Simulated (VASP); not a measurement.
TiO2, 6 atoms in the cell. It takes space group P4_2/mnm (No. 136, tetragonal). The conventional cell has a = 4.643 Å, b = 4.643 Å, c = 3.201 Å, α = 90.00°, β = 90.00°, γ = 90.00°. Within 2.7 Å of Ti (site symmetry mmm) lie 6 O at 2.00 to 2.05 Å. O (site symmetry m2m) has 3 Ti at 2.00 to 2.05 Å and 1 O at 2.56 Å within 2.7 Å. 

| Quantity | Value |
| --- | --- |
| Program | VASP 6.6.1 |
| Task | single point |
| Functional | PBE |
| Potentials or basis | VASP PAW PBE potentials, release 64 (Ti_sv, O) |
| Cutoff | 520 eV |
| k mesh | 6 × 6 × 10 |
| Occupations | gaussian, width 0.05 eV |
| Spin | no spin polarisation |
| Dipole correction | no |
| Further INCAR settings | ALGO = Normal; EDIFF = 1e-07; NBANDS = 33 |

Potentials or basis: VASP PAW PBE potentials, release 64 (Ti_sv, O).

Command:

```sh
$ cat potpaw_PBE.64/Ti_sv/POTCAR potpaw_PBE.64/O/POTCAR > POTCAR
$ mpirun -np 1 vasp_std > vasp.out
```

Hardware: 1 thread of Intel Xeon 8259CL, on a shared host.

Question: Estimate the wall time of this run.

Answer: Wall time 4 min on 1 thread of Intel Xeon 8259CL, on a shared host, peak memory 0.24 GiB. Counts: scf iterations 24, k points 60.
